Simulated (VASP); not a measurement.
**Al: relaxation of the atoms with PBE**

Al:

```
CELL_PARAMETERS angstrom
-1.61751 1.61751 1.61751
1.61751 -1.61751 1.61751
3.23502 3.23502 0.00000
ATOMIC_POSITIONS crystal
Al 0.07327 0.92673 0.00000
Al 0.42673 0.57327 0.50000
```

| Property | Result |
| --- | --- |
| Program | VASP 6.6.1 |
| Task | relaxation of the atoms |
| Functional | PBE |
| Potentials or basis | VASP PAW PBE potentials, release 64 (Al) |
| Cutoff | 520 eV |
| k mesh | 20 × 20 × 12 |
| Occupations | gaussian, width 0.15 eV |
| Spin | no spin polarisation |
| Dipole correction | no |
| Further INCAR settings | ALGO = Fast; EDIFF = 1e-07; IBRION = 2; EDIFFG = -0.01; NSW = 70 |

```yaml
Energy_gained_by_relaxing: 0.3 meV/atom
Ionic_steps: 4
Pressure_after_relaxing: 0.2 GPa
Band_gap_on_the_k_mesh: zero (band 3 reaches 12.73 eV, above the bottom of band 4 at 3.98 eV)
```

Stress tensor (GPa, compression positive):
```
 1.25 -1.13  0.00
-1.13  1.25  0.00
 0.00  0.00 -1.92
```

The path:
```csv
step,energy change (eV),largest force (eV/Å),pressure (GPa)
1,0.0000,0.0355,0.29
2,-0.0001,0.0317,0.28
3,-0.0004,0.0209,0.25
4,-0.0006,0.0002,0.20
```

Final structure:
```yaml
crystal:
  lattice:
    - [-1.61751, 1.61751, 1.61751]
    - [1.61751, -1.61751, 1.61751]
    - [3.23502, 3.23502, 0.00000]
  atoms:
    - { symbol: Al, position: [0.06952, 0.93048, 0.00000] }
    - { symbol: Al, position: [0.43048, 0.56952, 0.50000] }
```

Levels at points of the mesh, in eV from the Fermi level:
| k point | band 1 | band 2 | band 3 | band 4 | band 5 | band 6 | band 7 |
| --- | --- | --- | --- | --- | --- | --- | --- |
| (0.00, 0.00, 0.00) | -10.93 | -4.22 | -3.80 | 8.05 | 8.22 | 9.55 | 10.80 |
| (0.50, 0.00, 0.00) | -5.95 | -5.48 | 0.21 | 1.15 | 1.28 | 1.42 | 7.19 |
| (0.50, 0.50, 0.00) | -4.20 | -3.90 | 1.89 | 2.08 | 2.39 | 2.57 | 3.06 |
| (0.00, 0.00, 0.50) | -9.17 | -9.17 | 4.23 | 4.23 | 9.31 | 9.31 | 10.11 |
| (0.50, 0.00, 0.50) | -4.30 | -4.30 | -3.72 | -3.72 | 8.24 | 8.24 | 8.42 |
| (0.50, 0.50, 0.50) | -2.84 | -2.84 | -1.78 | -1.78 | 3.45 | 3.45 | 5.33 |

It took 5.4 min on 1 thread of Oxide Virtual Turin-like Processor, with other jobs on the host, peak memory 0.25 GiB.
